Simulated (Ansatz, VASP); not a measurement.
**One calculation of Be2Ga2C3, two programs**

```
CELL_PARAMETERS angstrom
2.65336 1.53192 3.30215
-2.65336 1.53192 3.30215
0.00000 -3.06384 3.30215
ATOMIC_POSITIONS crystal
Be 0.24300 0.24300 0.24300
Be 0.75700 0.75700 0.75700
Ga 0.00000 0.00000 0.00000
Ga 0.50000 0.50000 0.50000
C 0.00000 0.00000 0.50000
C 0.50000 0.00000 0.00000
C 0.00000 0.50000 0.00000
```

Change from the starting cell: species swapped into the K2Sn2O3 type (R-3m, No. 166).

Alike in both runs: functional PBE; k mesh 9 × 9 × 9; occupations gaussian, width 0.1 eV; no spin polarisation.

Ansatz relaxed the structure, and its values are those at the end. VASP's run is a single point on that final structure, the one shown.

|  | VASP | Ansatz |
| --- | --- | --- |
| version | VASP 6.6.1 | Ansatz 0.2.0 |
| potentials or method | VASP PAW PBE potentials, release 64 (Be, Ga_d, C), cutoff 520 eV | scalar-relativistic, plane waves, PAW |
| valence electrons in the cell | 42 | 42 |

|  | VASP | Ansatz | Ansatz less VASP |
| --- | --- | --- | --- |
| gap on the k mesh at the Fermi level (eV) | none | none | - |
| pressure (GPa) | 0.2 | 0.0 | -0.25 |
| rms of the force components (eV/Å) | 0.010 | 0.001 | -0.0089 |

A gap of «none» marks a metal or a gap that the smearing closes.
